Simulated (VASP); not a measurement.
Wanted: the native input for a VASP 6.6.1 run.

```yaml
Task: single point
Functional: PBEsol
Potentials_or_basis: VASP PAW PBE potentials, release 64 (Sb, Pd)
Cutoff: 520 eV
k_mesh: 7 × 7 × 7
Occupations: fermi-dirac, width 0.15 eV
Spin: no spin polarisation
Dipole_correction: no
Further_INCAR_settings: ALGO = Normal; EDIFF = 1e-06; NBANDS = 26
```

The structure of SbPd3 lies in POSCAR:

```
SbPd3
1.0
    0.0000000000      3.1938781700      3.1938781700
    3.1938781700      0.0000000000      3.1938781700
    3.1938781700      3.1938781700      0.0000000000
Sb Pd
1 3
Direct
    0.5000000000      0.5000000000      0.5000000000
    0.7500000000      0.7500000000      0.7500000000
    0.2500000000      0.2500000000      0.2500000000
    0.0000000000      0.0000000000      0.0000000000
```

These files were run (other wordings do the same):

INCAR

```
ALGO = Normal
EDIFF = 1E-6
ENCUT = 520
GGA = PS
ISIF = 2
ISMEAR = -1
LASPH = T
LCHARG = F
LREAL = F
LWAVE = F
NBANDS = 26
NELM = 60
PREC = Accurate
SIGMA = 0.15
```

KPOINTS

```
k-points
0
Gamma
  7 7 7
```

Potentials or basis: VASP PAW PBE potentials, release 64 (Sb, Pd).

Command:

```sh
$ cat potpaw_PBE.64/Sb/POTCAR potpaw_PBE.64/Pd/POTCAR > POTCAR
$ mpirun -np 1 vasp_std > vasp.out
```

Results of the run:

```
Pressure : -3.5 GPa
```

Caveat: the PAW data sets were made with another functional, which shifts forces and pressure a little.

It took 36 s on 1 thread of AMD EPYC 7R43 64-Core Processor (Zen 3), with other jobs on the host, peak memory 0.17 GiB.
